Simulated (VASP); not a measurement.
# Ta3N (P-62m) in VASP: single point with PBE

Aim: the single point of Ta3N with PBE.

Program: VASP 6.6.1. These are calculated values, not measurements. Logs are shortened: lines on timing, memory, paths and dates and some standing lists are left out, and cuts for length are marked.

**1. The cell of the first run**

Symmetry: P-62m, No. 189, hexagonal system. Conventional cell: a = 5.377 Å, b = 5.377 Å, c = 2.837 Å, α = 90.00°, β = 90.00°, γ = 120.00°. Within 2.6 Å of Ta (site symmetry m2m) lie 1 N at 1.93 Å. N (site symmetry -62m) has 3 Ta at 1.93 Å within 2.6 Å.

The cell was generated, and may not be a known phase.

**2. Single point, PBE, collinear spin**

Input file INCAR:

```
SYSTEM = Ta3N
  PREC = Accurate
  ENCUT = 700
  EDIFF = 1E-6
  ISMEAR = 0
  SIGMA = 0.1
  LREAL = .FALSE.
  LASPH = .TRUE.
  NELM = 200
  ALGO = Normal
  ISIF = 2
  LWAVE = .FALSE.
  LCHARG = .TRUE.
  ISPIN = 2
  MAGMOM = 1 1 1 0
  LORBIT = 11
  LMAXMIX = 4
  GGA = PE
  LELF = .TRUE.
  LVHAR = .TRUE.
  NBANDS = 34
  GGA_COMPAT = .FALSE.
```

Input file KPOINTS:

```
regular mesh
0
G
  6 6 6
  0 0 0
```

Input file POSCAR:

```
Ta3N
1.0
    5.3770105764      0.0000000000      0.0000000000
   -2.6885052882      4.6566277556      0.0000000000
    0.0000000000      0.0000000000      2.8367002139
Ta N
3 1
Direct
    0.6412711815      0.0000000000      0.5000000000
    0.0000000000      0.6412711815      0.5000000000
    0.3587288185      0.3587288185      0.5000000000
    0.0000000000      0.0000000000      0.5000000000
```

Potentials or basis: VASP PAW PBE potentials, release 64 (Ta_sv_GW, N).

Run with:

```bash
cat potpaw_PBE.64/Ta_sv_GW/POTCAR potpaw_PBE.64/N/POTCAR > POTCAR
mpirun -np 1 vasp_std > vasp.out
```

OUTCAR:

```text
SYSTEM = Ta3N
   PREC = Accurate
   ENCUT = 700
   EDIFF = 1E-6
   ISMEAR = 0
   LREAL = .FALSE.
   LASPH = .TRUE.
   NELM = 200
   ISIF = 2
   ISPIN = 2
   LORBIT = 11
   GGA = PE

 ion  position               nearest neighbor table
   1  0.641  0.000  0.500-   4 1.93   3 2.99   2 2.99   3 2.99   2 2.99
   2  0.000  0.641  0.500-   4 1.93   3 2.99   3 2.99   1 2.99   1 2.99
   3  0.359  0.359  0.500-   4 1.93   2 2.99   2 2.99   1 2.99   1 2.99
   4  0.000  0.000  0.500-   1 1.93   2 1.93   3 1.93

  LATTYP: Found a hexagonal cell.
 ALAT       =     5.3770105764
 C/A-ratio  =     0.5275608395

  Lattice vectors:

 A1 = (   5.3770105764,   0.0000000000,   0.0000000000)
 A2 = (  -2.6885052882,   4.6566277556,   0.0000000000)
 A3 = (   0.0000000000,   0.0000000000,   2.8367002139)

Analysis of symmetry for initial positions (statically):
=====================================================================
 Subroutine PRICEL returns:
 Original cell was already a primitive cell.

 Routine SETGRP: Setting up the symmetry group for a
 hexagonal supercell.

 Subroutine GETGRP returns: Found 12 space group operations
 (whereof 12 operations were pure point group operations)
 out of a pool of 24 trial point group operations.

The static configuration has the point symmetry D_3h.

Analysis of symmetry for dynamics (positions and initial velocities):
=====================================================================
 Subroutine PRICEL returns:
 Original cell was already a primitive cell.

 Routine SETGRP: Setting up the symmetry group for a
 hexagonal supercell.

 Subroutine GETGRP returns: Found 12 space group operations
 (whereof 12 operations were pure point group operations)
 out of a pool of 24 trial point group operations.

The dynamic configuration has the point symmetry D_3h.

Analysis of structural, dynamic, and magnetic symmetry:
=====================================================================
 Subroutine PRICEL returns:
 Original cell was already a primitive cell.

 Routine SETGRP: Setting up the symmetry group for a
 hexagonal supercell.

 Subroutine GETGRP returns: Found 12 space group operations
 (whereof 12 operations were pure point group operations)
 out of a pool of 24 trial point group operations.

The overall configuration has the point symmetry D_3h.

 Subroutine INISYM returns: Found 12 space group operations
 (whereof 12 operations are pure point group operations),
 and found     1 'primitive' translations

----------------------------------------------------------------------------------------

                                     Primitive cell

  volume of cell :      71.0274

  direct lattice vectors                    reciprocal lattice vectors
     5.377010576  0.000000000  0.000000000     0.185976945  0.107373839  0.000000000
    -2.688505288  4.656627756  0.000000000     0.000000000  0.214747678  0.000000000
     0.000000000  0.000000000  2.836700214     0.000000000  0.000000000  0.352522270

  length of vectors
     5.377010576  5.377010576  2.836700214     0.214747678  0.214747678  0.352522270

  position of ions in fractional coordinates (direct lattice)
     0.641271182  0.000000000  0.500000000
     0.000000000  0.641271182  0.500000000
     0.358728818  0.358728818  0.500000000
     0.000000000  0.000000000  0.500000000

  ion indices of the primitive-cell ions
   primitive index   ion index
                 1           1
                 2           2
                 3           3
                 4           4

----------------------------------------------------------------------------------------

 KPOINTS: regular mesh

Automatic generation of k-mesh.
 Grid dimensions read from file:
 generate k-points for:    6    6    6

 Generating k-lattice:

  Cartesian coordinates                     Fractional coordinates (reciprocal lattice)
     0.030996157  0.017895640  0.000000000     0.166666667  0.000000000  0.000000000
     0.000000000  0.035791280  0.000000000     0.000000000  0.166666667  0.000000000
     0.000000000  0.000000000  0.058753712     0.000000000  0.000000000  0.166666667

  Length of vectors
     0.035791280  0.035791280  0.058753712

  Shift w.r.t. Gamma in fractional coordinates (k-lattice)
     0.000000000  0.000000000  0.000000000

 Subroutine IBZKPT returns following result:
 ===========================================

 Found     28 irreducible k-points:

 Following reciprocal coordinates:
            Coordinates               Weight
  0.000000  0.000000  0.000000      1.000000
  0.166667 -0.000000  0.000000      6.000000
  0.333333  0.000000  0.000000      6.000000
  0.500000  0.000000  0.000000      3.000000
  0.166667  0.166667  0.000000      6.000000
  0.333333  0.166667  0.000000     12.000000
[... 16 lines left out ...]
  0.166667 -0.000000  0.500000      6.000000
  0.333333  0.000000  0.500000      6.000000
 [... further k-points ...]
   k-points           NKPTS =     28   k-points in BZ     NKDIM =     28   number of bands    NBANDS=     34
   number of dos      NEDOS =    301   number of ions     NIONS =      4
   total plane-waves  NPLWV =  55296
   dimension x,y,z NGX =    48 NGY =   48 NGZ =   24
   dimension x,y,z NGXF=    96 NGYF=   96 NGZF=   48
   ions per type =               3   1
   NGX,Y,Z   is equivalent  to a cutoff of  14.84, 14.84, 14.07 a.u.
   NGXF,Y,Z  is equivalent  to a cutoff of  29.68, 29.68, 28.13 a.u.
 SYSTEM =  Ta3N
   PREC   = accura    normal or accurate (medium, high low for compatibility)
   ISTART =      0    job   : 0-new  1-cont  2-samecut
   ICHARG =      2    charge: 1-file 2-atom 10-const
   ISPIN  =      2    spin polarized calculation?
   LNONCOLLINEAR =      F non collinear calculations
   LSORBIT =      F    spin-orbit coupling
   LASPH  =      T    aspherical Exc in radial PAW
   ENCUT  =  700.0 eV  51.45 Ry    7.17 a.u.  11.60 11.60  6.12*2*pi/ulx,y,z
   NELM   =    200;   NELMIN=  2; NELMDL= -5     # of ELM steps
   EDIFF  = 0.1E-05   stopping-criterion for ELM
   LREAL  =      F    real-space projection
   EDIFFG = 0.1E-04   stopping-criterion for IOM
   NSW    =      0    number of steps for IOM
   IBRION =     -1    ionic relax: 0-MD 1-quasi-New 2-CG
   NFREE  =      0    steps in history (QN), initial steepest desc. (CG)
   ISIF   =      2    stress and relaxation
   ISYM   =      2    0-nonsym 1-usesym 2-fastsym
   POTIM  = 0.5000    time-step for ionic-motion
   TEBEG  =    0.0;   TEEND  =   0.0 temperature during run
   PSTRESS=    0.0 pullay stress
   NELECT =      44.0000    total number of electrons
   NUPDOWN=      -1.0000    fix difference up-down
   EMIN   =  10.00;   EMAX   =-10.00  energy-range for DOS
   EFERMI =   0.00;   METHOD = LEGACY
   ISMEAR =     0;   SIGMA  =   0.10  broadening in eV -4-tet -1-fermi 0-gaus
   EFERMI_NEDOS =   21; number of points for ismear=-14 and -15
   IALGO  =     38    algorithm
   IMIX   =      4    mixing-type and parameters
     AMIX     =   0.40;   BMIX     =  1.00
     AMIX_MAG =   1.60;   BMIX_MAG =  1.00
  volume/ion in A,a.u.               =      17.76       119.83
  Fermi-wavevector in a.u.,A,eV,Ry     =   1.395566  2.637238 26.498774  1.947605
  Thomas-Fermi vector in A             =   2.519005
   LORBIT       =     11    0 simple, 1 ext, 2 COOP (PROOUT), +10 PAW based schemes
   GGA     = PE    functional components
   LHFCALC =     F    Hartree Fock is set to
   AEXX    =    0.0000 exact exchange contribution
   IVDW    =     0    specifies the selected vdW correction
   LEPSILON=     F    determine dielectric tensor
   LRPA    =     F    only Hartree local field effects (RPA)
 spin polarized calculation
 Gauss-broadening in eV      SIGMA  =   0.10
  energy-cutoff  :      700.00
  volume of cell :       71.03
 maximum number of plane-waves:      3036
 NGX is ok and might be reduce to    48
   NGX = 23   NGY = 23   NGZ = 13

 number of electron      43.9999999 magnetization      -0.0038779

 number of electron      43.9999999 magnetization       0.0005972

 Free energy of the ion-electron system (eV)
  ---------------------------------------------------
  ext. energy  EPLUGINS =         0.00000000
  ---------------------------------------------------
  free energy    TOTEN  =       -49.97658176 eV

  energy without entropy =      -49.96241895  energy(sigma->0) =      -49.96950036

 E-fermi :   8.5590     XC(G=0): -11.9756

 val. band max:        8.5472562809   @ k =   0.5000   0.0000   0.5000
 cond. band min:       8.5618342224   @ k =   0.3333   0.1667   0.0000
 fundamental gap:      0.0145779416
 Fermi energy:         8.5589989631

 spin component 1

 k-point     1 :       0.0000    0.0000    0.0000
  band No.  band energies     occupation
      1     -59.3964      1.00000
      2     -59.3483      1.00000
      3     -59.3483      1.00000
      4     -26.1310      1.00000
      5     -26.1030      1.00000
      6     -26.1030      1.00000
[... 877 lines left out ...]
     33      15.7120      0.00000
     34      16.3606      0.00000

 [... further k-points ...]

 spin component 2

 k-point     1 :       0.0000    0.0000    0.0000
  band No.  band energies     occupation
      1     -59.3963      1.00000
      2     -59.3481      1.00000
      3     -59.3481      1.00000
      4     -26.1308      1.00000
      5     -26.1029      1.00000
      6     -26.1029      1.00000
[... 877 lines left out ...]
     33      15.7121      0.00000
     34      16.3606      0.00000

 [... further k-points ...]

------------------------ aborting loop because EDIFF is reached ----------------------------------------

  FORCE on cell =-STRESS in cart. coord.  units (eV):
  Direction    XX          YY          ZZ          XY          YZ          ZX
  --------------------------------------------------------------------------------------
  -------------------------------------------------------------------------------------
  Total        0.1156330      0.1156330     -0.0570582     -0.0000000     -0.0000000      0.0000000
  in kB        2.6083532      2.6083532     -1.2870712     -0.0000000     -0.0000000      0.0000000
  external PRESSURE =       1.3098784 kB  Pullay stress =       0.0000000 kB

 VOLUME and BASIS-vectors are now :
 -----------------------------------------------------------------------------
  energy-cutoff  :      700.00
  volume of cell :       71.03
      direct lattice vectors                 reciprocal lattice vectors
     5.377010576  0.000000000  0.000000000     0.185976945  0.107373839  0.000000000
    -2.688505288  4.656627756  0.000000000     0.000000000  0.214747678  0.000000000
     0.000000000  0.000000000  2.836700214     0.000000000  0.000000000  0.352522270

 POSITION                                       TOTAL-FORCE (eV/Angst)
 -----------------------------------------------------------------------------------
      3.44812      0.00000      1.41835        -0.073205      0.000000     -0.000000
     -1.72406      2.98616      1.41835         0.036603     -0.063398      0.000000
      0.96444      1.67047      1.41835         0.036603      0.063398      0.000000
      0.00000      0.00000      1.41835         0.000000      0.000000      0.000000
 -----------------------------------------------------------------------------------
    total drift:                               -0.000001     -0.000001     -0.000000

  FREE ENERGIE OF THE ION-ELECTRON SYSTEM (eV)
  ---------------------------------------------------
  free  energy   TOTEN  =       -49.9765817648 eV

  energy  without entropy=      -49.9624189517  energy(sigma->0) =      -49.96950036

 total charge

# of ion       s       p       d       f       tot
--------------------------------------------------
    1        3.408   6.013   2.343   0.052  11.816
    2        3.408   6.013   2.343   0.052  11.816
    3        3.408   6.013   2.343   0.052  11.816
    4        1.290   2.534   0.000   0.000   3.824
--------------------------------------------------
tot         11.513  20.574   7.029   0.157  39.273

 magnetization (x)

# of ion       s       p       d       f       tot
--------------------------------------------------
    1        0.000   0.000   0.000   0.000   0.000
    2        0.000   0.000   0.000   0.000   0.000
    3        0.000   0.000   0.000   0.000   0.000
    4        0.000   0.000   0.000   0.000   0.000
--------------------------------------------------
tot          0.000   0.000   0.000   0.000   0.000
```

Run time: 85 s. Hardware: 1 thread of Intel Xeon 6975P-C (Granite Rapids), shared host; peak memory 0.37 GiB.

What came out:

| Property | Result |
| --- | --- |
| Free energy | -49.9766 eV |
| Pressure | 0.1 GPa |
| Largest force | 0.073 eV/Å |
| Band gap on the k mesh | zero (filled and empty bands overlap) |
| Net moment | 0.00 μB per cell |
| Valence electrons inside the program's atomic spheres | Ta 11.82; N 3.82 |

Forces in eV/Å, atoms in the order of the input:
```
Ta  -0.073  0.000  0.000
Ta   0.037 -0.063  0.000
Ta   0.037  0.063  0.000
N    0.000  0.000  0.000
```

Stress tensor (GPa, compression positive):
```
 0.26  0.00  0.00
 0.00  0.26  0.00
 0.00  0.00 -0.13
```

Caveat: the k points lie up to 0.37 Å⁻¹ apart, too coarse for converged energies and pressures of a metal; spin-orbit coupling is left out, which moves the levels of the heavy elements.
